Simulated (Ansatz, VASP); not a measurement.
## One calculation of AlP, two programs

INCAR

```
SYSTEM = AlP
ALGO     = Normal         ! electronic algorithm
EDIFF    = 1E-6           ! SCF threshold, eV
ENCUT    = 500            ! plane-wave cutoff, eV
GGA      = PS             ! functional
GGA_COMPAT= .False.      
ISIF     = 2              ! what is computed and relaxed
ISMEAR   = 0              ! smearing method
LASPH    = .True.         ! aspherical terms in the spheres
LCHARG   = .False.        ! write CHGCAR
LREAL    = .False.        ! projectors in reciprocal space
LWAVE    = .False.        ! write WAVECAR
NBANDS   = 11             ! bands
NELM     = 120            ! most SCF steps
PREC     = Accurate       ! precision mode
SIGMA    = 0.02           ! smearing width, eV
```

File KPOINTS:

```
k-points
0
Gamma
  6 6 6
  0 0 0
```

The input POSCAR:

```
AlP
1.0
    0.0000000000      2.7351565840      2.7351565840
    2.7351565840      0.0000000000      2.7351565840
    2.7351565840      2.7351565840      0.0000000000
Al P
1 1
Direct
    0.0000000000      0.0000000000      0.0000000000
    0.2500000000      0.2500000000      0.2500000000
```

Input for Ansatz:

```yaml
crystal:
  lattice:
    - [0.0, 2.735156584, 2.735156584]
    - [2.735156584, 0.0, 2.735156584]
    - [2.735156584, 2.735156584, 0.0]
  atoms:
    - { symbol: Al, position: [0.0, 0.0, 0.0] }
    - { symbol: P, position: [0.25, 0.25, 0.25] }
basis:
  ecutwfc: 420
kpoints:
  mp_grid: { grid: [6, 6, 6] }
hamiltonian:
  xc: pbesol
  pseudopotentials: { kind: paw, azcp: { folder: soft_1 } }
scf:
  occupations: { method: gaussian, width: 0.02 }
output:
  forces: true
  stress: true
  eigenvalues: true
```

Alike in both runs: task single point; functional PBEsol; k mesh 6 × 6 × 6; occupations gaussian, width 0.02 eV; no spin polarisation.

```csv
,VASP,Ansatz
version,VASP 6.6.1,Ansatz 0.2.0
potentials or method,"VASP PAW PBE potentials, release 64 (Al, P), cutoff 500 eV","scalar-relativistic, plane waves, PAW"
valence electrons in the cell,8,8
```

VASP gave:

- gap on the k mesh at the Fermi level (eV): 1.45
- least direct gap on the mesh (eV): 3.15
- pressure (GPa): 0.1

Task: Estimate Ansatz's values.

Result: gap on the k mesh at the Fermi level (eV): 1.45; least direct gap on the mesh (eV): 3.15; pressure (GPa): 0.0.

VASP's potentials were made for PBE, not for PBEsol, and Ansatz warns of the same on its side. The functional is the same, so the differences come from potentials, cutoffs and numerics.
